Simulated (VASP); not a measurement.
Sb: single point with PBE

Sb:

```
Sb
1.0
     2.15420    1.24373    3.75800
    -2.15420    1.24373    3.75800
     0.00000   -2.48746    3.75800
Sb
2
Direct
  0.23349 0.23349 0.23349
  0.76651 0.76651 0.76651
```

| Property | Result |
| --- | --- |
| Program | VASP 6.6.1 |
| Task | single point |
| Functional | PBE |
| Potentials or basis | VASP PAW PBE potentials, release 64 (Sb) |
| Cutoff | 500 eV |
| k mesh | 4 × 4 × 4 |
| Occupations | methfessel-paxton, width 0.05 eV |
| Spin | no spin polarisation |

```
Pressure               : 2.8 GPa
Largest force          : 0.005 eV/Å
Band gap on the k mesh : 0.09 eV, direct
```

Forces on the atoms (eV/Å):
```
Sb   0.000  0.000 -0.005
Sb   0.000  0.000  0.005
```

Stress tensor (GPa, compression positive):
```
3.20 0.00 0.00
0.00 3.20 0.00
0.00 0.00 1.91
```

Levels at points of the mesh, in eV from the valence-band top:
```
           k point  band 1  band 2  band 3  band 4  band 5  band 6  band 7  band 8  band 9  band 10
(0.00, 0.00, 0.00)  -12.43   -4.51   -1.78   -1.51   -1.51    2.38    2.99    2.99    5.37     5.37
(0.50, 0.00, 0.00)  -10.07   -9.34   -1.65   -1.53    0.00    0.09    0.48    0.79    7.85     8.49
(0.50, 0.50, 0.00)  -10.07   -7.71   -5.15   -3.47   -3.37    1.82    5.23    5.81    7.23     8.98
(0.50, 0.50, 0.50)  -10.89   -8.69   -1.02   -1.02   -0.17    0.42    0.42    1.41    7.29     8.94
```

Run time: 11 s on 1 thread of Intel(R) Xeon(R) 6975P-C (Granite Rapids), on a shared host, peak memory 0.19 GiB.

Caveat: the k points lie up to 0.44 Å⁻¹ apart; spin-orbit coupling is left out, which moves the levels of the heavy elements. A k mesh can miss the band edges.
